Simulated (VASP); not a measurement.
# InSb (I-4m2) in VASP: a series of runs

The runs below take InSb through single point, with r2SCAN.

Everything below comes from runs of VASP 6.6.1. Logs are shortened: lines on timing, memory, paths and dates and some standing lists are left out, and cuts for length are marked.

### 1 The cell of the first run

The structure is tetragonal, space group I-4m2 (No. 119). The conventional cell has a = 4.581 Å, b = 4.581 Å, c = 5.830 Å, α = 90.00°, β = 90.00°, γ = 90.00°. In (site symmetry -4m2) has 4 Sb at 2.71 Å within 3.6 Å. Within 3.6 Å of Sb (site symmetry -4m2) lie 4 In at 2.71 Å.

### 2 Single point, r2SCAN (strain -0.1000 x Voigt [1, 0, 0, 0, 0, 0])

Input file POSCAR:

```
InSb
1.0
    0.0000000000      3.2391000000      3.2391000000
    2.9151900000      0.0000000000      3.2391000000
    2.9151900000      3.2391000000      0.0000000000
In Sb
1 1
Direct
    0.0000000000      0.0000000000      0.0000000000
    0.7500000000      0.7500000000      0.7500000000
```

Input file INCAR.step1:

```
PREC = Accurate ; ENCUT = 520
ISMEAR = 0 ; SIGMA = 0.03
LREAL = False ; LASPH = True
NELM = 100 ; NBANDS = 16
GGA = PE ; ALGO = Normal
EDIFF = 1E-4 ; LWAVE = True
LCHARG = False
```

Input file INCAR.step2:

```
PREC = Accurate ; ENCUT = 520
EDIFF = 1E-7 ; ISMEAR = 0
SIGMA = 0.03 ; LREAL = False
LASPH = True ; NELM = 100
ALGO = Normal ; ISIF = 2
LWAVE = False ; LCHARG = False
METAGGA = R2SCAN ; LMIXTAU = True
NBANDS = 16 ; ISTART = 1
```

Input file KPOINTS:

```
Automatic mesh
0
Gamma
  10 10 10
```

Potentials or basis: VASP PAW PBE potentials, release 64 (In_d, Sb).

Started as:

```
$ cat potpaw_PBE.64/In_d/POTCAR potpaw_PBE.64/Sb/POTCAR > POTCAR
$ cp INCAR.step1 INCAR
$ mpirun -np 1 vasp_std > vasp.out
$ cp INCAR.step2 INCAR
$ mpirun -np 1 vasp_std > vasp.out
```

OUTCAR:

```text
PREC = Accurate
   ENCUT = 520
   EDIFF = 1E-7
   ISMEAR = 0
   LREAL = False
   LASPH = True
   NELM = 100
   ISIF = 2
   METAGGA = R2SCAN
   ISTART = 1

 ion  position               nearest neighbor table
   1  0.000  0.000  0.000-   2 2.71   2 2.71   2 2.71   2 2.71
   2  0.750  0.750  0.750-   1 2.71   1 2.71   1 2.71   1 2.71

  LATTYP: Found a body centered tetragonal cell.
 ALAT       =     4.5807791499
 C/A-ratio  =     1.2727922061

  Lattice vectors:

 A1 = (  -2.9151900000,   0.0000000000,  -3.2391000000)
 A2 = (  -2.9151900000,   0.0000000000,   3.2391000000)
 A3 = (   2.9151900000,   3.2391000000,   0.0000000000)

Analysis of symmetry for initial positions (statically):
=====================================================================
 Subroutine PRICEL returns:
 Original cell was already a primitive cell.

 Routine SETGRP: Setting up the symmetry group for a
 body centered tetragonal supercell.

 Subroutine GETGRP returns: Found  8 space group operations
 (whereof  8 operations were pure point group operations)
 out of a pool of 16 trial point group operations.

The static configuration has the point symmetry D_2d.

Analysis of symmetry for dynamics (positions and initial velocities):
=====================================================================
 Subroutine PRICEL returns:
 Original cell was already a primitive cell.

 Routine SETGRP: Setting up the symmetry group for a
 body centered tetragonal supercell.

 Subroutine GETGRP returns: Found  8 space group operations
 (whereof  8 operations were pure point group operations)
 out of a pool of 16 trial point group operations.

The dynamic configuration has the point symmetry D_2d.

 Subroutine INISYM returns: Found  8 space group operations
 (whereof  8 operations are pure point group operations),
 and found     1 'primitive' translations

----------------------------------------------------------------------------------------

                                     Primitive cell

  volume of cell :      61.1710

  direct lattice vectors                    reciprocal lattice vectors
     0.000000000  3.239100000  3.239100000    -0.171515407  0.154363867  0.154363867
     2.915190000  0.000000000  3.239100000     0.171515407 -0.154363867  0.154363867
     2.915190000  3.239100000  0.000000000     0.171515407  0.154363867 -0.154363867

  length of vectors
     4.580779150  4.357763365  4.357763365     0.277621940  0.277621940  0.277621940

  position of ions in fractional coordinates (direct lattice)
     0.000000000  0.000000000  0.000000000
     0.750000000  0.750000000  0.750000000
[... 79 lines left out ...]
   EDIFFG = 0.1E-05   stopping-criterion for IOM
   NSW    =      0    number of steps for IOM
   IBRION =     -1    ionic relax: 0-MD 1-quasi-New 2-CG
   NFREE  =      0    steps in history (QN), initial steepest desc. (CG)
   ISIF   =      2    stress and relaxation
   ISYM   =      2    0-nonsym 1-usesym 2-fastsym
   POTIM  = 0.5000    time-step for ionic-motion
   TEBEG  =    0.0;   TEEND  =   0.0 temperature during run
   PSTRESS=    0.0 pullay stress
   NELECT =      18.0000    total number of electrons
   NUPDOWN=      -1.0000    fix difference up-down
   EMIN   =  10.00;   EMAX   =-10.00  energy-range for DOS
   EFERMI =   0.00;   METHOD = LEGACY
   ISMEAR =     0;   SIGMA  =   0.03  broadening in eV -4-tet -1-fermi 0-gaus
   EFERMI_NEDOS =   21; number of points for ismear=-14 and -15
   IALGO  =     38    algorithm
   IMIX   =      4    mixing-type and parameters
     AMIX     =   0.40;   BMIX     =  1.00
     AMIX_MAG =   1.60;   BMIX_MAG =  1.00
  volume/ion in A,a.u.               =      30.59       206.40
  Fermi-wavevector in a.u.,A,eV,Ry     =   1.088889  2.057703 16.132160  1.185680
  Thomas-Fermi vector in A             =   2.225081
   LORBIT       =      0    0 simple, 1 ext, 2 COOP (PROOUT), +10 PAW based schemes
   METAGGA = R2SCAN    functional components
   LHFCALC =     F    Hartree Fock is set to
   AEXX    =    0.0000 exact exchange contribution
   IVDW    =     0    specifies the selected vdW correction
   LEPSILON=     F    determine dielectric tensor
   LRPA    =     F    only Hartree local field effects (RPA)
 non-spin polarized calculation
 Gauss-broadening in eV      SIGMA  =   0.03
  energy-cutoff  :      520.00
  volume of cell :       61.17
 maximum number of plane-waves:      1663
 NGX is ok and might be reduce to    36
   NGX = 17   NGY = 17   NGZ = 17

 number of electron      18.0000000 magnetization

 Free energy of the ion-electron system (eV)
  ---------------------------------------------------
  ext. energy  EPLUGINS =         0.00000000
  ---------------------------------------------------
  free energy    TOTEN  =       -48.51691138 eV

  energy without entropy =      -48.51691138  energy(sigma->0) =      -48.51691138

 E-fermi :   6.6563     XC(G=0):  -9.7378

 val. band max:        6.4526932954   @ k =   0.0000   0.0000   0.0000
 cond. band min:       6.8284156826   @ k =   0.0000   0.4000   0.4000
 fundamental gap:      0.3757223872
 Fermi energy:         6.6563193392

 k-point     1 :       0.0000    0.0000    0.0000
  band No.  band energies     occupation
      1      -9.2455      2.00000
      2      -9.2455      2.00000
      3      -9.2272      2.00000
      4      -9.1122      2.00000
      5      -9.1001      2.00000
      6      -5.7257      2.00000
[... 433 lines left out ...]
      3      -9.1779      2.00000
      4      -9.1230      2.00000
      5      -9.0976      2.00000
      6      -4.1038      2.00000
[... 8 lines left out ...]
     15      16.2003      0.00000
     16      17.3049      0.00000

 [... further k-points ...]

------------------------ aborting loop because EDIFF is reached ----------------------------------------

  FORCE on cell =-STRESS in cart. coord.  units (eV):
  Direction    XX          YY          ZZ          XY          YZ          ZX
  --------------------------------------------------------------------------------------
  -------------------------------------------------------------------------------------
  Total        3.6983921      2.9229255      2.9229255      0.0000000      0.0000000      0.0000000
  in kB       96.8674698     76.5566214     76.5566214      0.0000000      0.0000000      0.0000000
  external PRESSURE =      83.3269042 kB  Pullay stress =       0.0000000 kB

 VOLUME and BASIS-vectors are now :
 -----------------------------------------------------------------------------
  energy-cutoff  :      520.00
  volume of cell :       61.17
      direct lattice vectors                 reciprocal lattice vectors
     0.000000000  3.239100000  3.239100000    -0.171515407  0.154363867  0.154363867
     2.915190000  0.000000000  3.239100000     0.171515407 -0.154363867  0.154363867
     2.915190000  3.239100000  0.000000000     0.171515407  0.154363867 -0.154363867

 POSITION                                       TOTAL-FORCE (eV/Angst)
 -----------------------------------------------------------------------------------
      0.00000      0.00000      0.00000         0.000000      0.000000      0.000000
      4.37279      4.85865      4.85865        -0.000000     -0.000000     -0.000000
 -----------------------------------------------------------------------------------
    total drift:                               -0.000020      0.000009      0.000009

  FREE ENERGIE OF THE ION-ELECTRON SYSTEM (eV)
  ---------------------------------------------------
  free  energy   TOTEN  =       -48.5169113837 eV

  energy  without entropy=      -48.5169113837  energy(sigma->0) =      -48.51691138
```

Run time: 2.5 min. Hardware: 1 thread of Intel Xeon 6975P-C (Granite Rapids), shared host; peak memory 0.26 GiB.

Results:

| Property | Result |
| --- | --- |
| Free energy | -48.5169 eV |
| Pressure | 8.3 GPa |
| Band gap on the k mesh | 0.38 eV, indirect (least direct gap 0.53 eV) |

Stress tensor (GPa, compression positive):
```
9.69 0.00 0.00
0.00 7.66 0.00
0.00 0.00 7.66
```

Caveat: the cell differs from its parent crystal (strain -0.1000 x Voigt [1, 0, 0, 0, 0, 0]); the PAW data sets were made with another functional, which shifts forces and pressure a little; spin-orbit coupling is left out, which moves the levels of the heavy elements.

### 3 Single point, r2SCAN (strain +0.1000 x Voigt [1, 0, 0, 0, 0, 0])

Input file POSCAR:

```
InSb
1.0
    0.0000000000      3.2391000000      3.2391000000
    3.5630100000      0.0000000000      3.2391000000
    3.5630100000      3.2391000000      0.0000000000
In Sb
1 1
Direct
    0.0000000000      0.0000000000      0.0000000000
    0.7500000000      0.7500000000      0.7500000000
```

Input file INCAR.step1:

```
SYSTEM = InSb
PREC = Accurate ; ENCUT = 520
ISMEAR = 0 ; SIGMA = 0.03
LREAL = .False. ; LASPH = .True.
NELM = 80 ; NBANDS = 16
GGA = PE ; ALGO = Normal
EDIFF = 1E-4 ; LWAVE = .True.
LCHARG = .False.
```

Input file INCAR.step2:

```
SYSTEM = InSb
PREC = Accurate ; ENCUT = 520
EDIFF = 1E-7 ; ISMEAR = 0
SIGMA = 0.03 ; LREAL = .False.
LASPH = .True. ; NELM = 80
ALGO = Normal ; ISIF = 2
LWAVE = .False. ; LCHARG = .True.
METAGGA = R2SCAN ; LMIXTAU = .True.
LELF = .True. ; LVHAR = .True.
NBANDS = 16 ; ISTART = 1
```

Input file KPOINTS:

```
regular mesh
0
Gamma
  10 10 10
  0 0 0
```

Potentials or basis: VASP PAW PBE potentials, release 64 (In_d, Sb).

Started as:

```
$ cat potpaw_PBE.64/In_d/POTCAR potpaw_PBE.64/Sb/POTCAR > POTCAR
$ cp INCAR.step1 INCAR
$ mpirun -np 1 vasp_std > vasp.out
$ cp INCAR.step2 INCAR
$ mpirun -np 1 vasp_std > vasp.out
```

OUTCAR:

```text
SYSTEM = InSb
   PREC = Accurate
   ENCUT = 520
   EDIFF = 1E-7
   ISMEAR = 0
   LREAL = .False.
   LASPH = .True.
   NELM = 80
   ISIF = 2
   METAGGA = R2SCAN
   ISTART = 1

 ion  position               nearest neighbor table
   1  0.000  0.000  0.000-   2 2.90   2 2.90   2 2.90   2 2.90
   2  0.750  0.750  0.750-   1 2.90   1 2.90   1 2.90   1 2.90

  LATTYP: Found a body centered tetragonal cell.
 ALAT       =     4.5807791499
 C/A-ratio  =     1.5556349186

  Lattice vectors:

 A1 = (   3.5630100000,   0.0000000000,   3.2391000000)
 A2 = (   3.5630100000,   0.0000000000,  -3.2391000000)
 A3 = (  -3.5630100000,   3.2391000000,   0.0000000000)

Analysis of symmetry for initial positions (statically):
=====================================================================
 Subroutine PRICEL returns:
 Original cell was already a primitive cell.

 Routine SETGRP: Setting up the symmetry group for a
 body centered tetragonal supercell.

 Subroutine GETGRP returns: Found  8 space group operations
 (whereof  8 operations were pure point group operations)
 out of a pool of 16 trial point group operations.

The static configuration has the point symmetry D_2d.

Analysis of symmetry for dynamics (positions and initial velocities):
=====================================================================
 Subroutine PRICEL returns:
 Original cell was already a primitive cell.

 Routine SETGRP: Setting up the symmetry group for a
 body centered tetragonal supercell.

 Subroutine GETGRP returns: Found  8 space group operations
 (whereof  8 operations were pure point group operations)
 out of a pool of 16 trial point group operations.

The dynamic configuration has the point symmetry D_2d.

 Subroutine INISYM returns: Found  8 space group operations
 (whereof  8 operations are pure point group operations),
 and found     1 'primitive' translations

----------------------------------------------------------------------------------------

                                     Primitive cell

[... 112 lines left out ...]
  Fermi-wavevector in a.u.,A,eV,Ry     =   1.018436  1.924565 14.112125  1.037212
  Thomas-Fermi vector in A             =   2.151893
   LORBIT       =      0    0 simple, 1 ext, 2 COOP (PROOUT), +10 PAW based schemes
   METAGGA = R2SCAN    functional components
   LHFCALC =     F    Hartree Fock is set to
   AEXX    =    0.0000 exact exchange contribution
   IVDW    =     0    specifies the selected vdW correction
   LEPSILON=     F    determine dielectric tensor
   LRPA    =     F    only Hartree local field effects (RPA)
 non-spin polarized calculation
 Gauss-broadening in eV      SIGMA  =   0.03
  energy-cutoff  :      520.00
  volume of cell :       74.76
 maximum number of plane-waves:      2062
 NGX is ok and might be reduce to    36
   NGX = 17   NGY = 17   NGZ = 17

 number of electron      18.0000004 magnetization

 Free energy of the ion-electron system (eV)
  ---------------------------------------------------
  ext. energy  EPLUGINS =         0.00000000
  ---------------------------------------------------
  free energy    TOTEN  =       -48.68968401 eV

  energy without entropy =      -48.68965015  energy(sigma->0) =      -48.68966708

 E-fermi :   4.1320     XC(G=0):  -8.8289

 val. band max:        4.1319756739   @ k =   0.0000   0.0000   0.0000
 cond. band min:       4.1319777962   @ k =   0.0000   0.0000   0.0000
 fundamental gap:      0.0000021223
 Fermi energy:         4.1319773264

 k-point     1 :       0.0000    0.0000    0.0000
  band No.  band energies     occupation
      1     -10.9792      2.00000
      2     -10.9575      2.00000
      3     -10.9575      2.00000
      4     -10.9010      2.00000
      5     -10.8828      2.00000
      6      -6.5556      2.00000
[... 433 lines left out ...]
      3     -10.9386      2.00000
      4     -10.9114      2.00000
      5     -10.8760      2.00000
      6      -5.2721      2.00000
[... 8 lines left out ...]
     15      13.5217      0.00000
     16      14.5068      0.00000

 [... further k-points ...]

------------------------ aborting loop because EDIFF is reached ----------------------------------------

  FORCE on cell =-STRESS in cart. coord.  units (eV):
  Direction    XX          YY          ZZ          XY          YZ          ZX
  --------------------------------------------------------------------------------------
  -------------------------------------------------------------------------------------
  Total       -2.1118966     -0.5570400     -0.5570400      0.0000000      0.0000000      0.0000000
  in kB      -45.2571788    -11.9371654    -11.9371654      0.0000000      0.0000000      0.0000000
  external PRESSURE =     -23.0438366 kB  Pullay stress =       0.0000000 kB

 VOLUME and BASIS-vectors are now :
 -----------------------------------------------------------------------------
  energy-cutoff  :      520.00
  volume of cell :       74.76
      direct lattice vectors                 reciprocal lattice vectors
     0.000000000  3.239100000  3.239100000    -0.140330788  0.154363867  0.154363867
     3.563010000  0.000000000  3.239100000     0.140330788 -0.154363867  0.154363867
     3.563010000  3.239100000  0.000000000     0.140330788  0.154363867 -0.154363867

 POSITION                                       TOTAL-FORCE (eV/Angst)
 -----------------------------------------------------------------------------------
      0.00000      0.00000      0.00000         0.000000      0.000000      0.000000
      5.34451      4.85865      4.85865        -0.000000     -0.000000     -0.000000
 -----------------------------------------------------------------------------------
    total drift:                               -0.000016      0.000009      0.000009

  FREE ENERGIE OF THE ION-ELECTRON SYSTEM (eV)
  ---------------------------------------------------
  free  energy   TOTEN  =       -48.6896840104 eV

  energy  without entropy=      -48.6896501545  energy(sigma->0) =      -48.68966708
```

OUTCAR.step1:

```text
SYSTEM = InSb
   PREC = Accurate
   ENCUT = 520
   ISMEAR = 0
   LREAL = .False.
   LASPH = .True.
[... 679 lines left out ...]
      0.00000      0.00000      0.00000         0.000000     -0.000000      0.000000
      5.34451      4.85865      4.85865         0.000000      0.000000     -0.000000
 -----------------------------------------------------------------------------------
    total drift:                                0.000000      0.000000      0.000000

  FREE ENERGIE OF THE ION-ELECTRON SYSTEM (eV)
  ---------------------------------------------------
  free  energy   TOTEN  =        -6.9062895964 eV

  energy  without entropy=       -6.9062557358  energy(sigma->0) =       -6.90627267
```

OSZICAR.step1:

```text
N       E                     dE             d eps       ncg     rms          rms(c)
DAV:   1     0.112937920431E+03    0.11294E+03   -0.78912E+03  3264   0.110E+03
DAV:   2     0.409872574596E+00   -0.11253E+03   -0.10876E+03  3696   0.278E+02
DAV:   3    -0.678643798942E+01   -0.71963E+01   -0.71658E+01  4208   0.724E+01
DAV:   4    -0.699002586607E+01   -0.20359E+00   -0.20354E+00  4040   0.142E+01
DAV:   5    -0.700191282769E+01   -0.11887E-01   -0.11887E-01  5096   0.274E+00    0.354E+00
DAV:   6    -0.691362070226E+01    0.88292E-01   -0.15327E-01  4848   0.546E+00    0.205E+00
DAV:   7    -0.690444689827E+01    0.91738E-02   -0.57254E-02  4368   0.207E+00    0.577E-01
DAV:   8    -0.690560304400E+01   -0.11561E-02   -0.68181E-03  4288   0.883E-01    0.194E-01
DAV:   9    -0.690623878337E+01   -0.63574E-03   -0.88403E-04  4088   0.251E-01    0.711E-02
DAV:  10    -0.690628959641E+01   -0.50813E-04   -0.41747E-05  3440   0.477E-02
   1 F= -.69062896E+01 E0= -.69062727E+01  d E =-.338606E-04
```

It took 15 min on 1 thread of AMD EPYC 7R13 (Zen 3), shared host; peak memory 0.27 GiB.

What came out:

```yaml
Free_energy: -48.6897 eV
Pressure: -2.3 GPa
Band_gap_on_the_k_mesh: zero (filled and empty bands touch)
```

Caveat: the cell differs from its parent crystal (strain +0.1000 x Voigt [1, 0, 0, 0, 0, 0]); the PAW data sets were made with another functional, which shifts forces and pressure a little; spin-orbit coupling is left out, which moves the levels of the heavy elements.
